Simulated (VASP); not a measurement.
# BN (P4_2/mnm) in VASP: a series of runs

The runs below take BN through single point, with PBE.

Everything below comes from runs of VASP 6.6.1. Logs are shortened: lines on timing, memory, paths and dates and some standing lists are left out, and cuts for length are marked.

### Step 1. The cell of the first run

Symmetry: P4_2/mnm, No. 136, tetragonal system. Conventional cell: a = 4.555 Å, b = 4.555 Å, c = 2.779 Å, α = 90.00°, β = 90.00°, γ = 90.00°. Within 2.3 Å of B (site symmetry m2m) lie 4 N at 1.65 Å and 1 B at 2.25 Å. N (site symmetry m2m) has 4 B at 1.65 Å within 2.2 Å.

### Step 2. Single point, PBE

INCAR

```
  PREC = Accurate
  ENCUT = 520
  EDIFF = 1E-7
  ISMEAR = 0
  SIGMA = 0.05
  LREAL = F
  LASPH = T
  NELM = 80
  ALGO = Normal
  ISIF = 2
  LWAVE = F
  LCHARG = T
  GGA = PE
  LELF = T
  LVHAR = T
  NBANDS = 26
```

KPOINTS

```
regular mesh
0
Gamma
  6 6 10
```

POSCAR

```
BN
1.0
    4.5554000000      0.0000000000      0.0000000000
    0.0000000000      4.5554000000      0.0000000000
    0.0000000000      0.0000000000      2.7786000000
B N
4 4
Direct
    0.1742811368      0.8257188632      0.5000000000
    0.3257188632      0.3257188632      0.0000000000
    0.6742811368      0.6742811368      0.0000000000
    0.8257188632      0.1742811368      0.5000000000
    0.8126115048      0.8126115048      0.5000000000
    0.3126115048      0.6873884952      0.0000000000
    0.6873884952      0.3126115048      0.0000000000
    0.1873884952      0.1873884952      0.5000000000
```

Potentials or basis: VASP PAW PBE potentials, release 64 (B, N).

On the command line:

```bash
$ cat potpaw_PBE.64/B/POTCAR potpaw_PBE.64/N/POTCAR > POTCAR
$ mpirun -np 1 vasp_std > vasp.out
```

OUTCAR:

```text
PREC = Accurate
   ENCUT = 520
   EDIFF = 1E-7
   ISMEAR = 0
   LREAL = F
   LASPH = T
   NELM = 80
   ISIF = 2
   GGA = PE

 ion  position               nearest neighbor table
   1  0.174  0.826  0.500-   5 1.65   8 1.65   6 1.65   6 1.65
   2  0.326  0.326  0.000-   6 1.65   7 1.65   8 1.65   8 1.65
   3  0.674  0.674  0.000-   6 1.65   7 1.65   5 1.65   5 1.65
   4  0.826  0.174  0.500-   5 1.65   8 1.65   7 1.65   7 1.65
   5  0.813  0.813  0.500-   1 1.65   4 1.65   3 1.65   3 1.65
   6  0.313  0.687  0.000-   2 1.65   3 1.65   1 1.65   1 1.65
   7  0.687  0.313  0.000-   2 1.65   3 1.65   4 1.65   4 1.65
   8  0.187  0.187  0.500-   1 1.65   4 1.65   2 1.65   2 1.65

  LATTYP: Found a simple tetragonal cell.
 ALAT       =     4.5554000000
 C/A-ratio  =     0.6099574132

  Lattice vectors:

 A1 = (   4.5554000000,   0.0000000000,   0.0000000000)
 A2 = (   0.0000000000,   4.5554000000,   0.0000000000)
 A3 = (   0.0000000000,   0.0000000000,   2.7786000000)

Analysis of symmetry for initial positions (statically):
=====================================================================
 Subroutine PRICEL returns:
 Original cell was already a primitive cell.

 Routine SETGRP: Setting up the symmetry group for a
 simple tetragonal supercell.

 Subroutine GETGRP returns: Found 16 space group operations
 (whereof  8 operations were pure point group operations)
 out of a pool of 16 trial point group operations.

The static configuration has the point symmetry D_2h.
 The point group associated with its full space group is D_4h.

Analysis of symmetry for dynamics (positions and initial velocities):
=====================================================================
 Subroutine PRICEL returns:
 Original cell was already a primitive cell.

 Routine SETGRP: Setting up the symmetry group for a
 simple tetragonal supercell.

 Subroutine GETGRP returns: Found 16 space group operations
 (whereof  8 operations were pure point group operations)
 out of a pool of 16 trial point group operations.

The dynamic configuration has the point symmetry D_2h.
 The point group associated with its full space group is D_4h.

 Subroutine INISYM returns: Found 16 space group operations
 (whereof  8 operations are pure point group operations),
 and found     1 'primitive' translations

----------------------------------------------------------------------------------------

                                     Primitive cell

  volume of cell :      57.6606

  direct lattice vectors                    reciprocal lattice vectors
     4.555400000  0.000000000  0.000000000     0.219519691  0.000000000  0.000000000
     0.000000000  4.555400000  0.000000000     0.000000000  0.219519691  0.000000000
     0.000000000  0.000000000  2.778600000     0.000000000  0.000000000  0.359893472

  length of vectors
     4.555400000  4.555400000  2.778600000     0.219519691  0.219519691  0.359893472

  position of ions in fractional coordinates (direct lattice)
     0.174281137  0.825718863  0.500000000
     0.325718863  0.325718863  0.000000000
     0.674281137  0.674281137  0.000000000
     0.825718863  0.174281137  0.500000000
     0.812611505  0.812611505  0.500000000
     0.312611505  0.687388495  0.000000000
     0.687388495  0.312611505  0.000000000
     0.187388495  0.187388495  0.500000000

  ion indices of the primitive-cell ions
   primitive index   ion index
                 1           1
                 2           2
                 3           3
                 4           4
                 5           5
                 6           6
                 7           7
                 8           8

----------------------------------------------------------------------------------------

 KPOINTS: regular mesh

Automatic generation of k-mesh.
 Grid dimensions read from file:
 generate k-points for:    6    6   10

 Generating k-lattice:

  Cartesian coordinates                     Fractional coordinates (reciprocal lattice)
     0.036586615  0.000000000  0.000000000     0.166666667  0.000000000  0.000000000
     0.000000000  0.036586615  0.000000000     0.000000000  0.166666667  0.000000000
     0.000000000  0.000000000  0.035989347     0.000000000  0.000000000  0.100000000

  Length of vectors
     0.036586615  0.036586615  0.035989347

  Shift w.r.t. Gamma in fractional coordinates (k-lattice)
     0.000000000  0.000000000  0.000000000

 Subroutine IBZKPT returns following result:
 ===========================================

 Found     60 irreducible k-points:

 Following reciprocal coordinates:
            Coordinates               Weight
  0.000000  0.000000  0.000000      1.000000
  0.166667  0.000000  0.000000      4.000000
  0.333333  0.000000  0.000000      4.000000
  0.500000  0.000000  0.000000      2.000000
  0.166667  0.166667  0.000000      4.000000
  0.333333  0.166667  0.000000      8.000000
[... 16 lines left out ...]
  0.333333  0.000000  0.200000      8.000000
  0.500000  0.000000  0.200000      4.000000
 [... further k-points ...]
   k-points           NKPTS =     60   k-points in BZ     NKDIM =     60   number of bands    NBANDS=     26
   number of dos      NEDOS =    301   number of ions     NIONS =      8
   total plane-waves  NPLWV =  31104
   dimension x,y,z NGX =    36 NGY =   36 NGZ =   24
   dimension x,y,z NGXF=    72 NGYF=   72 NGZF=   48
   ions per type =               4   4
   NGX,Y,Z   is equivalent  to a cutoff of  13.14, 13.14, 14.36 a.u.
   NGXF,Y,Z  is equivalent  to a cutoff of  26.28, 26.28, 28.72 a.u.
 SYSTEM =  unknown system
   PREC   = accura    normal or accurate (medium, high low for compatibility)
   ISTART =      0    job   : 0-new  1-cont  2-samecut
   ICHARG =      2    charge: 1-file 2-atom 10-const
   ISPIN  =      1    spin polarized calculation?
   LNONCOLLINEAR =      F non collinear calculations
   LSORBIT =      F    spin-orbit coupling
   LASPH  =      T    aspherical Exc in radial PAW
   ENCUT  =  520.0 eV  38.22 Ry    6.18 a.u.   8.47  8.47  5.17*2*pi/ulx,y,z
   NELM   =     80;   NELMIN=  2; NELMDL= -5     # of ELM steps
   EDIFF  = 0.1E-06   stopping-criterion for ELM
   LREAL  =      F    real-space projection
   EDIFFG = 0.1E-05   stopping-criterion for IOM
   NSW    =      0    number of steps for IOM
   IBRION =     -1    ionic relax: 0-MD 1-quasi-New 2-CG
   NFREE  =      0    steps in history (QN), initial steepest desc. (CG)
   ISIF   =      2    stress and relaxation
   ISYM   =      2    0-nonsym 1-usesym 2-fastsym
   POTIM  = 0.5000    time-step for ionic-motion
   TEBEG  =    0.0;   TEEND  =   0.0 temperature during run
   PSTRESS=    0.0 pullay stress
   NELECT =      32.0000    total number of electrons
   NUPDOWN=      -1.0000    fix difference up-down
   EMIN   =  10.00;   EMAX   =-10.00  energy-range for DOS
   EFERMI =   0.00;   METHOD = LEGACY
   ISMEAR =     0;   SIGMA  =   0.05  broadening in eV -4-tet -1-fermi 0-gaus
   EFERMI_NEDOS =   21; number of points for ismear=-14 and -15
   IALGO  =     38    algorithm
   IMIX   =      4    mixing-type and parameters
     AMIX     =   0.40;   BMIX     =  1.00
     AMIX_MAG =   1.60;   BMIX_MAG =  1.00
  volume/ion in A,a.u.               =       7.21        48.64
  Fermi-wavevector in a.u.,A,eV,Ry     =   1.345339  2.542322 24.625696  1.809938
  Thomas-Fermi vector in A             =   2.473260
   LORBIT       =      0    0 simple, 1 ext, 2 COOP (PROOUT), +10 PAW based schemes
   GGA     = PE    functional components
   LHFCALC =     F    Hartree Fock is set to
   AEXX    =    0.0000 exact exchange contribution
   IVDW    =     0    specifies the selected vdW correction
   LEPSILON=     F    determine dielectric tensor
   LRPA    =     F    only Hartree local field effects (RPA)
 non-spin polarized calculation
 Gauss-broadening in eV      SIGMA  =   0.05
  energy-cutoff  :      520.00
  volume of cell :       57.66
 maximum number of plane-waves:      1578
 NGX is ok and might be reduce to    36
   NGX = 17   NGY = 17   NGZ = 11

 number of electron      31.9999995 magnetization

 Free energy of the ion-electron system (eV)
  ---------------------------------------------------
  ext. energy  EPLUGINS =         0.00000000
  ---------------------------------------------------
  free energy    TOTEN  =       -67.65514160 eV

  energy without entropy =      -67.65514160  energy(sigma->0) =      -67.65514160

 E-fermi :   5.6182     XC(G=0): -11.7665

 val. band max:        5.3169265876   @ k =   0.0000   0.0000   0.0000
 cond. band min:      10.1114702015   @ k =   0.0000   0.0000   0.3000
 fundamental gap:      4.7945436140
 Fermi energy:         5.6182149185

 k-point     1 :       0.0000    0.0000    0.0000
  band No.  band energies     occupation
      1     -13.3145      2.00000
      2      -9.6884      2.00000
      3      -9.6884      2.00000
      4      -9.5613      2.00000
      5      -3.4499      2.00000
      6      -2.5562      2.00000
[... 18 lines left out ...]
     25      14.6859      0.00000
     26      16.3904      0.00000

 k-point     2 :       0.1667    0.0000    0.0000
  band No.  band energies     occupation
      1     -13.1829      2.00000
      2     -10.4578      2.00000
      3      -9.6099      2.00000
      4      -9.0846      2.00000
      5      -3.5824      2.00000
      6      -2.1973      2.00000
[... 18 lines left out ...]
     25      15.3717      0.00000
     26      16.0190      0.00000

 k-point     3 :       0.3333    0.0000    0.0000
  band No.  band energies     occupation
      1     -12.7947      2.00000
      2     -11.3610      2.00000
      3      -9.3967      2.00000
      4      -8.9547      2.00000
      5      -3.6527      2.00000
      6      -2.6226      2.00000
[... 572 lines left out ...]
 k-point    23 :       0.3333    0.0000    0.2000
  band No.  band energies     occupation
      1     -12.3181      2.00000
      2     -10.9637      2.00000
      3      -9.1025      2.00000
      4      -8.8021      2.00000
      5      -3.2141      2.00000
      6      -2.3836      2.00000
[... 18 lines left out ...]
     25      15.0718      0.00000
     26      15.6860      0.00000

 k-point    24 :       0.5000    0.0000    0.2000
  band No.  band energies     occupation
      1     -11.7245      2.00000
      2     -11.7245      2.00000
      3      -8.9041      2.00000
      4      -8.9041      2.00000
      5      -2.9681      2.00000
      6      -2.9681      2.00000
[... 18 lines left out ...]
     25      15.5430      0.00000
     26      15.5430      0.00000

 [... further k-points ...]

------------------------ aborting loop because EDIFF is reached ----------------------------------------

  FORCE on cell =-STRESS in cart. coord.  units (eV):
  Direction    XX          YY          ZZ          XY          YZ          ZX
  --------------------------------------------------------------------------------------
  -------------------------------------------------------------------------------------
  Total       -9.6631785     -9.6631785    -23.0297237      0.0000000      0.0000000      0.0000000
  in kB     -268.5044684   -268.5044684   -639.9119830      0.0000000      0.0000000      0.0000000
  external PRESSURE =    -392.3069732 kB  Pullay stress =       0.0000000 kB

 VOLUME and BASIS-vectors are now :
 -----------------------------------------------------------------------------
  energy-cutoff  :      520.00
  volume of cell :       57.66
      direct lattice vectors                 reciprocal lattice vectors
     4.555400000  0.000000000  0.000000000     0.219519691  0.000000000  0.000000000
     0.000000000  4.555400000  0.000000000     0.000000000  0.219519691  0.000000000
     0.000000000  0.000000000  2.778600000     0.000000000  0.000000000  0.359893472

 POSITION                                       TOTAL-FORCE (eV/Angst)
 -----------------------------------------------------------------------------------
      0.79392      3.76148      1.38930        -0.122722      0.122722      0.000000
      1.48378      1.48378      0.00000         0.122722      0.122722      0.000000
      3.07162      3.07162      0.00000        -0.122722     -0.122722      0.000000
      3.76148      0.79392      1.38930         0.122722     -0.122722      0.000000
      3.70177      3.70177      1.38930         0.090288      0.090288      0.000000
      1.42407      3.13133      0.00000         0.090288     -0.090288     -0.000000
      3.13133      1.42407      0.00000        -0.090288      0.090288      0.000000
      0.85363      0.85363      1.38930        -0.090288     -0.090288     -0.000000
 -----------------------------------------------------------------------------------
    total drift:                                0.000000      0.000000      0.000000

  FREE ENERGIE OF THE ION-ELECTRON SYSTEM (eV)
  ---------------------------------------------------
  free  energy   TOTEN  =       -67.6551416035 eV

  energy  without entropy=      -67.6551416035  energy(sigma->0) =      -67.65514160
```

Wall time 96 s (1 thread of Intel Xeon 8259CL, shared host); peak memory 0.22 GiB.

What came out:

```
Free energy            : -67.6551 eV
Pressure               : -39.2 GPa
Largest force          : 0.174 eV/Å
Band gap on the k mesh : 4.79 eV (least direct gap 5.02 eV)
```

Forces on the atoms (eV/Å):
```
B   -0.123  0.123  0.000
B    0.123  0.123  0.000
B   -0.123 -0.123  0.000
B    0.123 -0.123  0.000
N    0.090  0.090  0.000
N    0.090 -0.090  0.000
N   -0.090  0.090  0.000
N   -0.090 -0.090  0.000
```

Stress tensor (GPa, compression positive):
```
-26.85   0.00   0.00
  0.00 -26.85   0.00
  0.00   0.00 -63.99
```

Levels at points of the mesh, in eV from the valence-band top:
| k point | band 12 | band 13 | band 14 | band 15 | band 16 | band 17 | band 18 | band 19 | band 20 | band 21 |
| --- | --- | --- | --- | --- | --- | --- | --- | --- | --- | --- |
| (0.00, 0.00, 0.00) | -2.40 | -0.61 | -0.51 | 0.00 | 0.00 | 5.02 | 6.26 | 7.31 | 7.56 | 7.56 |
| (0.50, 0.00, 0.00) | -2.99 | -1.57 | -1.57 | -1.23 | -1.23 | 6.10 | 6.10 | 7.32 | 7.32 | 8.54 |
| (0.50, 0.50, 0.00) | -3.19 | -2.57 | -2.57 | -2.02 | -2.02 | 6.41 | 6.41 | 6.83 | 6.83 | 7.34 |
| (0.00, 0.00, 0.50) | -4.48 | -3.56 | -3.56 | -3.05 | -3.05 | 6.27 | 6.27 | 9.54 | 9.54 | 10.69 |
| (0.50, 0.00, 0.50) | -4.13 | -3.26 | -3.26 | -1.75 | -1.75 | 6.36 | 6.36 | 8.33 | 8.33 | 8.49 |
| (0.50, 0.50, 0.50) | -2.96 | -2.76 | -2.76 | -2.11 | -2.11 | 5.80 | 5.80 | 6.33 | 6.33 | 8.13 |

Caveat: the cell stands under tension.

### Step 3. Single point, PBE

This run uses another cell than the first one, of 7.30 Å³/atom.

INCAR

```
SYSTEM = BN
PREC = Accurate
ENCUT = 520
EDIFF = 1E-7
ISMEAR = 0
SIGMA = 0.05
LREAL = .False.
LASPH = .True.
NELM = 100
ALGO = Normal
ISIF = 2
LWAVE = .False.
LCHARG = .True.
GGA = PE
LELF = .True.
LVHAR = .True.
NBANDS = 26
```

KPOINTS

```
regular mesh
0
Gamma
  6 6 10
  0 0 0
```

POSCAR, as its differences from that of step 2:

```diff
@@ -2,5 +2,5 @@
 1.0
-    4.5554000000      0.0000000000      0.0000000000
-    0.0000000000      4.5554000000      0.0000000000
-    0.0000000000      0.0000000000      2.7786000000
+    4.5222000000      0.0000000000      0.0000000000
+    0.0000000000      4.5222000000      0.0000000000
+    0.0000000000      0.0000000000      2.8551000000
 B N
```

Potentials or basis: VASP PAW PBE potentials, release 64 (B, N).

On the command line:

```bash
$ cat potpaw_PBE.64/B/POTCAR potpaw_PBE.64/N/POTCAR > POTCAR
$ mpirun -np 1 vasp_std > vasp.out
```

Run time: 95 s. Hardware: 1 thread of Intel Xeon 8259CL, shared host; peak memory 0.21 GiB.

It converged, with:

| Quantity | Value |
| --- | --- |
| Free energy | -67.0940 eV |
| Pressure | -40.9 GPa |
| Largest force | 0.339 eV/Å |
| Band gap on the k mesh | 4.23 eV |

Forces in eV/Å, atoms in the order of the input:
```
B   -0.240  0.240  0.000
B    0.240  0.240  0.000
B   -0.240 -0.240  0.000
B    0.240 -0.240  0.000
N    0.051  0.051  0.000
N    0.051 -0.051  0.000
N   -0.051  0.051  0.000
N   -0.051 -0.051  0.000
```

Stress tensor (GPa, compression positive):
```
-22.99   0.00   0.00
  0.00 -22.99   0.00
  0.00   0.00 -76.71
```

Levels at points of the mesh, in eV from the valence-band top:
| k point | band 14 | band 15 | band 16 | band 17 | band 18 | band 19 |
| --- | --- | --- | --- | --- | --- | --- |
| (0.00, 0.00, 0.00) | -0.66 | 0.00 | 0.00 | 4.23 | 5.81 | 6.84 |
| (0.50, 0.00, 0.00) | -1.67 | -1.30 | -1.30 | 5.41 | 5.41 | 6.88 |
| (0.50, 0.50, 0.00) | -2.74 | -1.82 | -1.82 | 5.76 | 5.76 | 6.41 |
| (0.00, 0.00, 0.50) | -3.46 | -3.05 | -3.05 | 6.18 | 6.18 | 9.63 |
| (0.50, 0.00, 0.50) | -3.31 | -1.60 | -1.60 | 6.39 | 6.39 | 8.30 |
| (0.50, 0.50, 0.50) | -2.83 | -2.04 | -2.04 | 5.81 | 5.81 | 6.39 |

Caveat: the cell stands under tension. A k mesh can miss the band edges.

[end of part 1 of 2]
